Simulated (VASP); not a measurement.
# Ta2N (P-3m1) in VASP: further runs

The runs below take Ta2N through single point, with PBEsol.

Program: VASP 6.6.1. These are calculated values, not measurements. Logs are shortened: lines on timing, memory, paths and dates and some standing lists are left out, and cuts for length are marked.

**1. The cell of the first run**

It takes space group P-3m1 (No. 164, trigonal). Conventional cell: a = 3.077 Å, b = 3.077 Å, c = 4.539 Å, α = 90.00°, β = 90.00°, γ = 120.00°. Within 3.1 Å of Ta (site symmetry 3m) lie 3 N at 2.12 Å and 12 Ta at 2.86 to 3.08 Å. Within 2.8 Å of N (site symmetry -3m) lie 6 Ta at 2.12 Å.

**2. Single point, PBEsol (12.40 Å³/atom)**

INCAR

```
SYSTEM = Ta2N
  PREC = Accurate
  ENCUT = 520
  EDIFF = 1E-6
  ISMEAR = 0
  SIGMA = 0.15
  LREAL = .FALSE.
  LASPH = .TRUE.
  NELM = 60
  ALGO = Normal
  ISIF = 2
  LWAVE = .FALSE.
  LCHARG = .FALSE.
  GGA = PS
  NBANDS = 20
```

KPOINTS

```
Automatic mesh
0
G
  18 18 10
  0 0 0
```

POSCAR

```
Ta2N
1.0
    3.0766696481      0.0000000000      0.0000000000
   -1.5383348240      2.6644740743      0.0000000000
    0.0000000000      0.0000000000      4.5393183988
Ta N
2 1
Direct
    0.6666666667      0.3333333333      0.7463700642
    0.3333333333      0.6666666667      0.2536299358
    0.0000000000      0.0000000000      0.0000000000
```

Potentials or basis: VASP PAW PBE potentials, release 64 (Ta_pv, N).

Started as:

```console
cat potpaw_PBE.64/Ta_pv/POTCAR potpaw_PBE.64/N/POTCAR > POTCAR
mpirun -np 1 vasp_std > vasp.out
```

OUTCAR:

```text
SYSTEM = Ta2N
   PREC = Accurate
   ENCUT = 520
   EDIFF = 1E-6
   ISMEAR = 0
   LREAL = .FALSE.
   LASPH = .TRUE.
   NELM = 60
   ISIF = 2
   GGA = PS

 ion  position               nearest neighbor table
   1  0.667  0.333  0.746-   3 2.12   3 2.12   3 2.12   2 2.86   2 2.86   2 2.86   2 2.91   2 2.91
                             2 2.91
   2  0.333  0.667  0.254-   3 2.12   3 2.12   3 2.12   1 2.86   1 2.86   1 2.86   1 2.91   1 2.91
                             1 2.91
   3  0.000  0.000  0.000-   1 2.12   2 2.12   2 2.12   1 2.12   1 2.12   2 2.12

  LATTYP: Found a hexagonal cell.
 ALAT       =     3.0766696481
 C/A-ratio  =     1.4754000000

  Lattice vectors:

 A1 = (   3.0766696481,   0.0000000000,   0.0000000000)
 A2 = (  -1.5383348240,   2.6644740743,   0.0000000000)
 A3 = (   0.0000000000,   0.0000000000,   4.5393183988)

Analysis of symmetry for initial positions (statically):
=====================================================================
 Subroutine PRICEL returns:
 Original cell was already a primitive cell.

 Routine SETGRP: Setting up the symmetry group for a
 hexagonal supercell.

 Subroutine GETGRP returns: Found 12 space group operations
 (whereof 12 operations were pure point group operations)
 out of a pool of 24 trial point group operations.

The static configuration has the point symmetry D_3d.

Analysis of symmetry for dynamics (positions and initial velocities):
=====================================================================
 Subroutine PRICEL returns:
 Original cell was already a primitive cell.

 Routine SETGRP: Setting up the symmetry group for a
 hexagonal supercell.

 Subroutine GETGRP returns: Found 12 space group operations
 (whereof 12 operations were pure point group operations)
 out of a pool of 24 trial point group operations.

The dynamic configuration has the point symmetry D_3d.

 Subroutine INISYM returns: Found 12 space group operations
 (whereof 12 operations are pure point group operations),
 and found     1 'primitive' translations

----------------------------------------------------------------------------------------

                                     Primitive cell

  volume of cell :      37.2120

  direct lattice vectors                    reciprocal lattice vectors
     3.076669648  0.000000000  0.000000000     0.325026771  0.187654294  0.000000000
    -1.538334824  2.664474074  0.000000000     0.000000000  0.375308587  0.000000000
     0.000000000  0.000000000  4.539318399     0.000000000  0.000000000  0.220297391

  length of vectors
     3.076669648  3.076669648  4.539318399     0.375308587  0.375308587  0.220297391

  position of ions in fractional coordinates (direct lattice)
     0.666666667  0.333333333  0.746370064
     0.333333333  0.666666667  0.253629936
     0.000000000  0.000000000  0.000000000

  ion indices of the primitive-cell ions
   primitive index   ion index
                 1           1
                 2           2
                 3           3

----------------------------------------------------------------------------------------

 KPOINTS: Automatic mesh

Automatic generation of k-mesh.
 Grid dimensions read from file:
 generate k-points for:   18   18   10

 Generating k-lattice:

  Cartesian coordinates                     Fractional coordinates (reciprocal lattice)
     0.018057043  0.010425239  0.000000000     0.055555556 -0.000000000  0.000000000
     0.000000000  0.020850477  0.000000000     0.000000000  0.055555556  0.000000000
     0.000000000  0.000000000  0.022029739     0.000000000  0.000000000  0.100000000

  Length of vectors
     0.020850477  0.020850477  0.022029739

  Shift w.r.t. Gamma in fractional coordinates (k-lattice)
     0.000000000  0.000000000  0.000000000

 Subroutine IBZKPT returns following result:
 ===========================================

 Found    330 irreducible k-points:

 Following reciprocal coordinates:
            Coordinates               Weight
  0.000000  0.000000  0.000000      1.000000
  0.055556 -0.000000  0.000000      6.000000
  0.111111 -0.000000  0.000000      6.000000
  0.166667  0.000000  0.000000      6.000000
  0.222222 -0.000000  0.000000      6.000000
  0.277778  0.000000  0.000000      6.000000
[... 16 lines left out ...]
  0.333333  0.111111  0.000000     12.000000
  0.388889  0.111111  0.000000     12.000000
 [... further k-points ...]
   k-points           NKPTS =    330   k-points in BZ     NKDIM =    330   number of bands    NBANDS=     20
   number of dos      NEDOS =    301   number of ions     NIONS =      3
   total plane-waves  NPLWV =  20736
   dimension x,y,z NGX =    24 NGY =   24 NGZ =   36
   dimension x,y,z NGXF=    48 NGYF=   48 NGZF=   72
   ions per type =               2   1
   NGX,Y,Z   is equivalent  to a cutoff of  12.97, 12.97, 13.18 a.u.
   NGXF,Y,Z  is equivalent  to a cutoff of  25.94, 25.94, 26.37 a.u.
 SYSTEM =  Ta2N
   PREC   = accura    normal or accurate (medium, high low for compatibility)
   ISTART =      0    job   : 0-new  1-cont  2-samecut
   ICHARG =      2    charge: 1-file 2-atom 10-const
   ISPIN  =      1    spin polarized calculation?
   LNONCOLLINEAR =      F non collinear calculations
   LSORBIT =      F    spin-orbit coupling
   LASPH  =      T    aspherical Exc in radial PAW
   ENCUT  =  520.0 eV  38.22 Ry    6.18 a.u.   5.72  5.72  8.44*2*pi/ulx,y,z
   NELM   =     60;   NELMIN=  2; NELMDL= -5     # of ELM steps
   EDIFF  = 0.1E-05   stopping-criterion for ELM
   LREAL  =      F    real-space projection
[... 7 lines left out ...]
   TEBEG  =    0.0;   TEEND  =   0.0 temperature during run
   PSTRESS=    0.0 pullay stress
   NELECT =      27.0000    total number of electrons
   NUPDOWN=      -1.0000    fix difference up-down
   EMIN   =  10.00;   EMAX   =-10.00  energy-range for DOS
   EFERMI =   0.00;   METHOD = LEGACY
   ISMEAR =     0;   SIGMA  =   0.15  broadening in eV -4-tet -1-fermi 0-gaus
   EFERMI_NEDOS =   21; number of points for ismear=-14 and -15
   IALGO  =     38    algorithm
   IMIX   =      4    mixing-type and parameters
     AMIX     =   0.40;   BMIX     =  1.00
     AMIX_MAG =   1.60;   BMIX_MAG =  1.00
  volume/ion in A,a.u.               =      12.40        83.71
  Fermi-wavevector in a.u.,A,eV,Ry     =   1.471076  2.779930 29.443882  2.164064
  Thomas-Fermi vector in A             =   2.586256
   LORBIT       =      0    0 simple, 1 ext, 2 COOP (PROOUT), +10 PAW based schemes
   GGA     = PS    functional components
   LHFCALC =     F    Hartree Fock is set to
   AEXX    =    0.0000 exact exchange contribution
   IVDW    =     0    specifies the selected vdW correction
   LEPSILON=     F    determine dielectric tensor
   LRPA    =     F    only Hartree local field effects (RPA)
 non-spin polarized calculation
 Gauss-broadening in eV      SIGMA  =   0.15
  energy-cutoff  :      520.00
  volume of cell :       37.21
 maximum number of plane-waves:      1016
 NGX is ok and might be reduce to    24
   NGX = 11   NGY = 11   NGZ = 17

 number of electron      27.0000003 magnetization

 Free energy of the ion-electron system (eV)
  ---------------------------------------------------
  ext. energy  EPLUGINS =         0.00000000
  ---------------------------------------------------
  free energy    TOTEN  =       -36.26072248 eV

  energy without entropy =      -36.24969311  energy(sigma->0) =      -36.25520779

 E-fermi :   8.1377     XC(G=0): -13.4703

 val. band max:        8.1356626689   @ k =   0.2778   0.2778   0.5000
 cond. band min:       8.1470339996   @ k =  -0.1667  -0.4444   0.3000
 fundamental gap:      0.0113713308
 Fermi energy:         8.1377018061

 k-point     1 :       0.0000    0.0000    0.0000
  band No.  band energies     occupation
      1     -27.5054      2.00000
      2     -26.5393      2.00000
      3     -26.5393      2.00000
      4     -26.3144      2.00000
      5     -26.3144      2.00000
      6     -26.0420      2.00000
[... 12 lines left out ...]
     19       9.5190      0.00000
     20      14.0471      0.00000

 k-point     2 :       0.0556   -0.0000    0.0000
  band No.  band energies     occupation
      1     -27.4927      2.00000
      2     -26.5616      2.00000
      3     -26.5488      2.00000
      4     -26.3374      2.00000
      5     -26.3145      2.00000
      6     -26.0487      2.00000
[... 12 lines left out ...]
     19       9.7537      0.00000
     20      14.1049      0.00000

 k-point     3 :       0.1111   -0.0000    0.0000
  band No.  band energies     occupation
      1     -27.4554      2.00000
      2     -26.6261      2.00000
      3     -26.5752      2.00000
      4     -26.4019      2.00000
      5     -26.3159      2.00000
      6     -26.0687      2.00000
[... 12 lines left out ...]
     19      10.4889      0.00000
     20      14.1245      0.00000

 k-point     4 :       0.1667    0.0000    0.0000
  band No.  band energies     occupation
      1     -27.3958      2.00000
      2     -26.7260      2.00000
      3     -26.6134      2.00000
      4     -26.4964      2.00000
      5     -26.3202      2.00000
      6     -26.1023      2.00000
[... 12 lines left out ...]
     19      11.5495      0.00000
     20      13.9419      0.00000

 k-point     5 :       0.2222   -0.0000    0.0000
  band No.  band energies     occupation
      1     -27.3178      2.00000
      2     -26.8492      2.00000
      3     -26.6576      2.00000
      4     -26.6059      2.00000
      5     -26.3278      2.00000
      6     -26.1490      2.00000
[... 12 lines left out ...]
     19      12.5639      0.00000
     20      13.7003      0.00000

 k-point     6 :       0.2778    0.0000    0.0000
  band No.  band energies     occupation
      1     -27.2288      2.00000
      2     -26.9779      2.00000
      3     -26.7161      2.00000
      4     -26.7022      2.00000
      5     -26.3380      2.00000
      6     -26.2077      2.00000
[... 12 lines left out ...]
     19      13.1081      0.00000
     20      13.9250      0.00000

 k-point     7 :       0.3333    0.0000    0.0000
  band No.  band energies     occupation
      1     -27.1638      2.00000
      2     -27.0669      2.00000
      3     -26.8150      2.00000
      4     -26.7425      2.00000
      5     -26.3489      2.00000
      6     -26.2759      2.00000
[... 12 lines left out ...]
     19      13.1178      0.00000
     20      14.3286      0.00000
[... 277 lines left out ...]
 k-point    20 :       0.1667    0.1111    0.0000
  band No.  band energies     occupation
      1     -27.2858      2.00000
      2     -26.8466      2.00000
      3     -26.7859      2.00000
      4     -26.5535      2.00000
      5     -26.3655      2.00000
      6     -26.1688      2.00000
[... 12 lines left out ...]
     19      12.9151      0.00000
     20      13.6385      0.00000

 k-point    21 :       0.2222    0.1111    0.0000
  band No.  band energies     occupation
      1     -27.2000      2.00000
      2     -26.9713      2.00000
      3     -26.8441      2.00000
      4     -26.6258      2.00000
      5     -26.3847      2.00000
      6     -26.2273      2.00000
[... 12 lines left out ...]
     19      13.3765      0.00000
     20      13.9030      0.00000

 k-point    22 :       0.2778    0.1111    0.0000
  band No.  band energies     occupation
      1     -27.1472      2.00000
      2     -27.0470      2.00000
      3     -26.8892      2.00000
      4     -26.7010      2.00000
      5     -26.4014      2.00000
      6     -26.2954      2.00000
[... 12 lines left out ...]
     19      13.4979      0.00000
     20      14.0029      0.00000

 k-point    23 :       0.3333    0.1111    0.0000
  band No.  band energies     occupation
      1     -27.2130      2.00000
      2     -26.9837      2.00000
      3     -26.9173      2.00000
      4     -26.7679      2.00000
      5     -26.4149      2.00000
      6     -26.3673      2.00000
[... 12 lines left out ...]
     19      13.5072      0.00000
     20      13.7402      0.00000

 k-point    24 :       0.3889    0.1111    0.0000
  band No.  band energies     occupation
      1     -27.2714      2.00000
      2     -26.9438      2.00000
      3     -26.8970      2.00000
      4     -26.8159      2.00000
      5     -26.4327      2.00000
      6     -26.4213      2.00000
[... 12 lines left out ...]
     19      13.2782      0.00000
     20      13.7910      0.00000

 [... further k-points ...]

------------------------ aborting loop because EDIFF is reached ----------------------------------------

  FORCE on cell =-STRESS in cart. coord.  units (eV):
  Direction    XX          YY          ZZ          XY          YZ          ZX
  --------------------------------------------------------------------------------------
  -------------------------------------------------------------------------------------
  Total        3.9804138      3.9804138      7.8523082      0.0000000      0.0000000     -0.0000000
  in kB      171.3782832    171.3782832    338.0842264      0.0000000      0.0000000     -0.0000000
  external PRESSURE =     226.9469310 kB  Pullay stress =       0.0000000 kB

 VOLUME and BASIS-vectors are now :
 -----------------------------------------------------------------------------
  energy-cutoff  :      520.00
  volume of cell :       37.21
      direct lattice vectors                 reciprocal lattice vectors
     3.076669648  0.000000000  0.000000000     0.325026771  0.187654294  0.000000000
    -1.538334824  2.664474074  0.000000000     0.000000000  0.375308587  0.000000000
     0.000000000  0.000000000  4.539318399     0.000000000  0.000000000  0.220297391

 POSITION                                       TOTAL-FORCE (eV/Angst)
 -----------------------------------------------------------------------------------
      1.53833      0.88816      3.38801         0.000000      0.000000     -0.007285
     -0.00000      1.77632      1.15131        -0.000000     -0.000000      0.007285
      0.00000      0.00000      0.00000        -0.000000      0.000000      0.000000
 -----------------------------------------------------------------------------------
    total drift:                                0.000000     -0.000000      0.000000

  FREE ENERGIE OF THE ION-ELECTRON SYSTEM (eV)
  ---------------------------------------------------
  free  energy   TOTEN  =       -36.2607224754 eV

  energy  without entropy=      -36.2496931050  energy(sigma->0) =      -36.25520779
```

Wall time 1.8 min (1 thread of AMD EPYC 9R45 (Zen 5), shared host); peak memory 0.29 GiB.

What came out:

```
Free energy            : -36.2607 eV
Pressure               : 22.7 GPa
Largest force          : 0.007 eV/Å
Band gap on the k mesh : zero (an odd number of electrons rules out a gap without spin polarisation)
```

Forces on the atoms (eV/Å):
```
Ta   0.000  0.000 -0.007
Ta   0.000  0.000  0.007
N    0.000  0.000  0.000
```

Stress tensor (GPa, compression positive):
```
17.14  0.00  0.00
 0.00 17.14  0.00
 0.00  0.00 33.81
```

Caveat: the cell stands under pressure; the PAW data sets were made with another functional, which shifts forces and pressure a little; spin-orbit coupling is left out, which moves the levels of the heavy elements.

[end of part 1 of 2]
